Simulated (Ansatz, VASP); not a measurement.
**MgO: VASP beside Ansatz**

The input INCAR:

```
SYSTEM = MgO
ALGO = Normal
EDIFF = 1E-6
ENCUT = 840
GGA = PE
GGA_COMPAT = .False.
ISIF = 2
ISMEAR = 0
LASPH = .True.
LCHARG = .False.
LREAL = .False.
LWAVE = .False.
NBANDS = 15
NELM = 120
PREC = Accurate
SIGMA = 0.02
```

Contents of KPOINTS:

```
k-points
0
Gamma
  8 8 8
  0 0 0
```

Contents of POSCAR:

```
MgO
1.0
    0.0000000000      2.1014716667      2.1085000000
    2.1014716667      0.0000000000      2.1085000000
    2.1014716667      2.1014716667      0.0000000000
Mg O
1 1
Direct
    0.0000000000      0.0000000000      0.0000000000
    0.5000000000      0.5000000000      0.5000000000
```

Input for Ansatz:

```yaml
crystal:
  lattice:
    - [0.0, 2.1014716666666664, 2.1085]
    - [2.1014716666666664, 0.0, 2.1085]
    - [2.1014716666666664, 2.1014716666666664, 0.0]
  atoms:
    - { symbol: Mg, position: [0.0, 0.0, 0.0] }
    - { symbol: O, position: [0.5, 0.5, 0.5] }
basis:
  ecutwfc: 571.4391111657479
kpoints:
  mp_grid:
    grid: [8, 8, 8]
scf:
  occupations:
    method: gaussian
    width: 0.02
output:
  stress: true
```

Alike in both runs: task single point; functional PBE; k mesh 8 × 8 × 8; occupations gaussian, width 0.02 eV; no spin polarisation.

```csv
,VASP,Ansatz
version,VASP 6.6.1,Ansatz 0.2.0
potentials or method,"VASP PAW PBE potentials, release 64 (Mg_sv, O), cutoff 840 eV","plane waves, PAW"
valence electrons in the cell,16,16
```

|  | VASP | Ansatz | Ansatz less VASP |
| --- | --- | --- | --- |
| pressure (GPa) | 5.3 | 5.3 | -0.07 |
| traceless stress, the component that is largest in VASP (GPa) | -0.49 | -0.48 | +0.013 |

The functional is the same, so the differences come from potentials, cutoffs and numerics.
